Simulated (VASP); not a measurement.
Set up this calculation in VASP 6.6.1, as the native input.

```
Task                   : single point
Functional             : BLYP
Potentials or basis    : VASP PAW PBE potentials, release 64 (Au, Cu)
Cutoff                 : 520 eV
k mesh                 : 11 × 11 × 11
Occupations            : fermi-dirac, width 0.05 eV
Spin                   : no spin polarisation
Dipole correction      : no
Further INCAR settings : ALGO = Normal; EDIFF = 1e-07; NBANDS = 18
```

The structure of CuAu lies in POSCAR:

```
CuAu
1.0
    1.5096429342      0.8715927544      4.1943692087
   -1.5096429342      0.8715927544      4.1943692087
    0.0000000000     -1.7431855089      4.1943692087
Au Cu
1 1
Direct
    0.0000000000      0.0000000000      0.0000000000
    0.5000000000      0.5000000000      0.5000000000
```

The input as run:

INCAR

```
SYSTEM = CuAu
PREC = Accurate
ENCUT = 520
EDIFF = 1E-7
ISMEAR = -1
SIGMA = 0.05
LREAL = .False.
LASPH = .True.
NELM = 60
ALGO = Normal
ISIF = 2
LWAVE = .False.
LCHARG = .False.
GGA = B5
ALDAX = 1.0
AGGAX = 1.0
AGGAC = 1.0
ALDAC = 0.0
NBANDS = 18
```

KPOINTS

```
Automatic mesh
0
Gamma
  11 11 11
  0 0 0
```

Potentials or basis: VASP PAW PBE potentials, release 64 (Au, Cu).

Launch:

```console
$ cat potpaw_PBE.64/Au/POTCAR potpaw_PBE.64/Cu/POTCAR > POTCAR
$ mpirun -np 1 vasp_std > vasp.out
```

It gave:

```json
{
 "Pressure": "0.5 GPa",
 "Band gap on the k mesh": "zero (bands 11 and 12 overlap by 4.05 eV)"
}
```

Caveat: the PAW data sets were made with another functional, which shifts forces and pressure a little; spin-orbit coupling is left out, which moves the levels of the heavy elements.

Wall time 3.9 min on 1 thread of Intel Xeon 8259CL, with other jobs on the host, peak memory 0.27 GiB.
